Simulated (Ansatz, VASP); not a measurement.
## Two plane-wave programs on Al9H

The input INCAR:

```
ALGO = Normal
DIPOL = 0.5 0.5 0.311
EDIFF = 1E-6
ENCUT = 520
GGA = PE
IDIPOL = 3
ISIF = 2
ISMEAR = 0
LASPH = T
LCHARG = F
LDIPOL = T
LREAL = F
LWAVE = F
NBANDS = 25
NELM = 100
PREC = Accurate
SIGMA = 0.1
```

File KPOINTS:

```
k-points
0
Gamma
  9 3 1
```

File POSCAR:

```
Al9H
1.0
    2.8543223330      0.0000000000      0.0000000000
   -1.4271611665      9.7033329366      0.0000000000
    0.0000000000      0.0000000000     21.7902708969
Al H
9 1
Direct
    0.5324485604      0.0648971207      0.1835681630
    0.6709687938      0.3419375876      0.2292758741
    0.2986728405      0.5973456810      0.2384174163
    0.9263768872      0.8527537744      0.2475589585
    0.0639738222      0.1277383808      0.2937147080
    0.1995905480      0.4042696935      0.3452583266
    0.8288544886      0.6597110299      0.3524478004
    0.4526361687      0.9111292155      0.3607640453
    0.5925232094      0.1814597089      0.4034034702
    0.7175232094      0.3064597089      0.4575560783
```

Input for Ansatz:

```yaml
crystal:
  lattice:
    - [2.854322333, 0.0, 0.0]
    - [-1.4271611665, 9.7033329366, 0.0]
    - [0.0, 0.0, 21.7902708969]
  atoms:
    - { symbol: Al, position: [0.5324485604, 0.0648971207, 0.183568163] }
    - { symbol: Al, position: [0.6709687938, 0.3419375876, 0.2292758741] }
    - { symbol: Al, position: [0.2986728405, 0.597345681, 0.2384174163] }
    - { symbol: Al, position: [0.9263768872, 0.8527537744, 0.2475589585] }
    - { symbol: Al, position: [0.0639738222, 0.1277383808, 0.293714708] }
    - { symbol: Al, position: [0.199590548, 0.4042696935, 0.3452583266] }
    - { symbol: Al, position: [0.8288544886, 0.6597110299, 0.3524478004] }
    - { symbol: Al, position: [0.4526361687, 0.9111292155, 0.3607640453] }
    - { symbol: Al, position: [0.5925232094, 0.1814597089, 0.4034034702] }
    - { symbol: H, position: [0.7175232094, 0.3064597089, 0.4575560783] }
basis:
  ecutwfc: 420
kpoints:
  mp_grid: { grid: [9, 3, 1] }
hamiltonian:
  xc: pbe
scf:
  occupations: { method: gaussian, width: 0.1 }
output:
  forces: true
  eigenvalues: true
efield:
  axis: 3
  dipole_correction: true
  ramp_width: 0.04
```

Alike in both runs: task single point; functional PBE; k mesh 9 × 3 × 1; occupations gaussian, width 0.1 eV; no spin polarisation.

|  | VASP | Ansatz |
| --- | --- | --- |
| version | VASP 6.6.1 | Ansatz 0.2.0 |
| potentials or method | VASP PAW PBE potentials, release 64 (Al, H), cutoff 520 eV | scalar-relativistic, plane waves, PAW |
| valence electrons in the cell | 28 | 28 |

```tsv
	VASP	Ansatz	Ansatz less VASP
gap on the k mesh at the Fermi level (eV)	none	none	-
rms of the force components (eV/Å)	0.197	0.197	-0.0001
```

Atom by atom the forces differ by 0.001 eV/Å (rms over components). A gap of «none» marks a metal or a gap that the smearing closes.
